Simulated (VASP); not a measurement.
# C in VASP: single point with PBE+D3(BJ)

Aim: the single point of C with PBE+D3(BJ).

Everything below comes from runs of VASP 6.6.1. Logs are shortened: lines on timing, memory, paths and dates and some standing lists are left out, and cuts for length are marked.

**1. The cell of the first run**

The cell holds a slab with vacuum, 17 atoms: a = 7.397 Å, b = 7.397 Å, c = 17.000 Å, α = 90.00°, β = 90.00°, γ = 120.00°.

**2. Single point, PBE+D3(BJ), collinear spin (atoms taken out, then relaxed in part)**

File INCAR:

```
PREC = Accurate ; ENCUT = 520
EDIFF = 1E-6 ; ISMEAR = 0
SIGMA = 0.05 ; LREAL = F
LASPH = T ; NELM = 200
ALGO = Normal ; ISIF = 2
LWAVE = F ; LCHARG = F
ISPIN = 2 ; MAGMOM = 0 0 0 0 0 0 0 0 0.5 0 0.5 0 0 0 0 0 0.5
LORBIT = 11 ; LDIPOL = T
IDIPOL = 3 ; DIPOL = 0.5 0.5 0.500
GGA = PE ; IVDW = 12
NBANDS = 52 ; GGA_COMPAT = F
NELMDL = -8 ; KPAR = 4
```

File KPOINTS:

```
regular mesh
0
Gamma
  6 6 1
```

File POSCAR:

```
C
1.0
    7.3974391349      0.0000000000      0.0000000000
   -3.6987195674      6.4058367031      0.0000000000
    0.0000000000      0.0000000000     17.0000000000
C
17
Direct
    0.0262339924      0.3855856466      0.5000000942
    0.0262547618      0.7239736014      0.4999999658
    0.3594004099      0.0571016670      0.4999999574
    0.3593516542      0.3855856466      0.5000000942
    0.3611047497      0.7222094994      0.4999999796
    0.6977012571      0.0571016670      0.4999999574
    0.6944561240      0.3889122480      0.4999999810
    0.6977188396      0.7239736014      0.4999999658
    0.1425627124      0.2851254248      0.5000002093
    0.1395716184      0.6114394546      0.5000000123
    0.1426483468      0.9407545464      0.4999999223
    0.4737113351      0.2785283201      0.5000000109
    0.4718678362      0.6114394546      0.5000000123
    0.4718777388      0.9437554776      0.4999999337
    0.8048169849      0.2785283201      0.5000000109
    0.8048333762      0.6096667523      0.4999999707
    0.7981061996      0.9407545464      0.4999999223
```

Potentials or basis: VASP PAW PBE potentials, release 64 (C).

Started as:

```
cat potpaw_PBE.64/C/POTCAR > POTCAR
mpirun -np 4 vasp_std > vasp.out
```

OUTCAR:

```text
PREC = Accurate
   ENCUT = 520
   EDIFF = 1E-6
   ISMEAR = 0
   LREAL = F
   LASPH = T
   NELM = 200
   ISIF = 2
   ISPIN = 2
   LORBIT = 11
   GGA = PE
   IVDW = 12
   NELMDL = -8
 IVDW          = 12

 ion  position               nearest neighbor table
   1  0.026  0.386  0.500-   9 1.39  15 1.42  10 1.45
   2  0.026  0.724  0.500-  11 1.39  16 1.42  10 1.45
   3  0.359  0.057  0.500-  11 1.39  12 1.42  14 1.45
   4  0.359  0.386  0.500-   9 1.39  12 1.42  13 1.45
   5  0.361  0.722  0.500-  14 1.42  13 1.42  10 1.42
   6  0.698  0.057  0.500-  17 1.39  15 1.42  14 1.45
   7  0.694  0.389  0.500-  16 1.41  15 1.41  12 1.41
   8  0.698  0.724  0.500-  17 1.39  16 1.42  13 1.45
   9  0.143  0.285  0.500-   1 1.39   4 1.39
  10  0.140  0.611  0.500-   5 1.42   1 1.45   2 1.45
  11  0.143  0.941  0.500-   3 1.39   2 1.39
  12  0.474  0.279  0.500-   7 1.41   3 1.42   4 1.42
  13  0.472  0.611  0.500-   5 1.42   4 1.45   8 1.45
  14  0.472  0.944  0.500-   5 1.42   3 1.45   6 1.45
  15  0.805  0.279  0.500-   7 1.41   6 1.42   1 1.42
  16  0.805  0.610  0.500-   7 1.41   2 1.42   8 1.42
  17  0.798  0.941  0.500-   6 1.39   8 1.39

  Warning from LATTYP: Monoclinic adjustment (A1->A3, A2->A1, A3->A2)!
  LATTYP: Found a base centered orthorhombic cell.
 ALAT       =     7.3974391349
 B/A-ratio  =     1.7319065656
 C/A-ratio  =     2.2980925818

  Lattice vectors:

 A1 = (   3.6987195674,  -6.4058367031,   0.0000000000)
 A2 = (   3.6987195675,   6.4058367031,   0.0000000000)
 A3 = (   0.0000000000,   0.0000000000,  17.0000000000)

Analysis of symmetry for initial positions (statically):
=====================================================================
 Subroutine PRICEL returns:
 Original cell was already a primitive cell.

 Routine SETGRP: Setting up the symmetry group for a
 base centered orthorhombic supercell.

 Subroutine GETGRP returns: Found  4 space group operations
 (whereof  4 operations were pure point group operations)
 out of a pool of  8 trial point group operations.

The static configuration has the point symmetry C_2v.

Analysis of symmetry for dynamics (positions and initial velocities):
=====================================================================
 Subroutine PRICEL returns:
 Original cell was already a primitive cell.

[... 184 lines left out ...]
  ---------------------------------------------------
  ext. energy  EPLUGINS =         0.00000000
  ---------------------------------------------------
  free energy    TOTEN  =      -148.98167500 eV

  energy without entropy =     -148.97862002  energy(sigma->0) =     -148.98014751

 E-fermi :  -3.0206     XC(G=0):  -2.4918

 val. band max:       -3.0507684190   @ k =   0.0000   0.3333   0.0000
 cond. band min:      -2.9658249879   @ k =   0.1667   0.1667   0.0000
 fundamental gap:      0.0849434311
 Fermi energy:        -3.0206056125

 spin component 1

 k-point     1 :       0.0000    0.0000    0.0000
  band No.  band energies     occupation
      1     -22.1622      1.00000
      2     -19.8401      1.00000
      3     -19.8316      1.00000
      4     -19.8315      1.00000
      5     -19.6311      1.00000
      6     -19.6302      1.00000
[... 626 lines left out ...]
     45       2.5371      0.00000
     46       2.9391      0.00000
 Fermi energy:        -3.0206056125

 spin component 2

 k-point     1 :       0.0000    0.0000    0.0000
  band No.  band energies     occupation
      1     -22.1194      1.00000
      2     -19.8212      1.00000
      3     -19.7824      1.00000
      4     -19.7820      1.00000
      5     -19.5740      1.00000
      6     -19.5733      1.00000
[... 626 lines left out ...]
     45       2.5699      0.00000
     46       2.9154      0.00000
 [bands above 46 left out]

------------------------ aborting loop because EDIFF is reached ----------------------------------------

 vacuum level on the upper side and lower side of the slab       (xc-potential included)        -0.008        -0.008

 Edisp (eV)   -1.47174

 E8    (eV) :    -0.4602

  FORCE on cell =-STRESS in cart. coord.  units (eV):
  Direction    XX          YY          ZZ          XY          YZ          ZX
  --------------------------------------------------------------------------------------
  -------------------------------------------------------------------------------------
  Total      -2.90138    -2.91039    -0.09996    -0.00000     0.00000     0.00000
  in kB      -5.77044    -5.78837    -0.19881    -0.00000     0.00000     0.00000
  external pressure =       -3.92 kB  Pullay stress =        0.00 kB

 VOLUME and BASIS-vectors are now :
 -----------------------------------------------------------------------------
  energy-cutoff  :      520.00
  volume of cell :      805.58
      direct lattice vectors                 reciprocal lattice vectors
     7.397439135  0.000000000  0.000000000     0.135181917  0.078053816  0.000000000
    -3.698719567  6.405836703  0.000000000     0.000000000  0.156107632  0.000000000
     0.000000000  0.000000000 17.000000000     0.000000000  0.000000000  0.058823529

 POSITION                                       TOTAL-FORCE (eV/Angst)
 -----------------------------------------------------------------------------------
     -1.23211      2.47000      8.50000        -0.008329      0.000167      0.000000
     -2.48356      4.63766      8.50000        -0.004431     -0.007604      0.000000
      2.44744      0.36578      8.50000         0.004012      0.007287      0.000000
      1.23211      2.47000      8.50000         0.008329      0.000167      0.000000
      0.00000      4.62636      8.50000         0.000000      0.000370      0.000000
      4.95000      0.36578      8.50000        -0.004012      0.007287      0.000000
[... 9 lines left out ...]
      3.69872      3.90543      8.50000        -0.000000     -0.002719      0.000000
      2.42435      6.02632      8.50000         0.034678      0.020811      0.000000
 -----------------------------------------------------------------------------------
    total drift:                               -0.000003     -0.001009      0.000063

  FREE ENERGIE OF THE ION-ELECTRON SYSTEM (eV)
  ---------------------------------------------------
  free  energy   TOTEN  =      -150.4534111578 eV

  energy  without entropy=     -150.4503561789  energy(sigma->0) =     -150.45188367

 vacuum level on the upper side and lower side of the slab         1.698         1.698

 total charge

# of ion       s       p       d       tot
------------------------------------------
    1        0.864   1.781   0.000   2.645
    2        0.864   1.781   0.000   2.645
    3        0.864   1.781   0.000   2.645
    4        0.864   1.781   0.000   2.645
    5        0.864   1.797   0.000   2.661
    6        0.864   1.781   0.000   2.645
[... 9 lines left out ...]
   16        0.864   1.803   0.000   2.668
   17        0.878   1.599   0.000   2.477
--------------------------------------------------
tot         14.730  29.710   0.000  44.440

 magnetization (x)

# of ion       s       p       d       tot
------------------------------------------
    1        0.001  -0.011   0.000  -0.010
    2        0.001  -0.011   0.000  -0.010
    3        0.001  -0.011   0.000  -0.010
    4        0.001  -0.011   0.000  -0.010
    5       -0.001  -0.009   0.000  -0.010
    6        0.001  -0.011   0.000  -0.010
[... 9 lines left out ...]
   16        0.002   0.023   0.000   0.025
   17        0.029   0.119   0.000   0.148
--------------------------------------------------
tot          0.117   0.396   0.000   0.512
```

Wall time 28 min (4 MPI ranks of Oxide Virtual Turin-like, shared host); peak memory 1.6 GiB.

What came out:

* Free energy: -150.4534 eV
* Largest force: 0.041 eV/Å
* Net moment: 0.83 μB per cell
* Site moments: C -0.01, +0.15, +0.02, +0.03 (each value once) μB
* Valence electrons inside the program's atomic spheres: C 2.65, 2.66, 2.48, 2.60, 2.67 (each value once)
* Dispersion energy per atom: -0.087 eV

Forces in eV/Å, atoms in the order of the input:
```
C   -0.008  0.000  0.000
C   -0.004 -0.008  0.000
C    0.004  0.007  0.000
C    0.008  0.000  0.000
C    0.000  0.000  0.000
C   -0.004  0.007  0.000
C    0.000  0.000  0.000
C    0.004 -0.008  0.000
C    0.000 -0.041  0.000
C   -0.005 -0.003  0.000
C   -0.035  0.021  0.000
C    0.002  0.001  0.000
C    0.005 -0.003  0.000
C    0.000  0.006  0.000
C   -0.002  0.001  0.000
C    0.000 -0.003  0.000
C    0.035  0.021  0.000
```

Caveat: the cell differs from its parent crystal (atoms taken out, then relaxed in part); a moment this small can come from the mesh or the smearing.
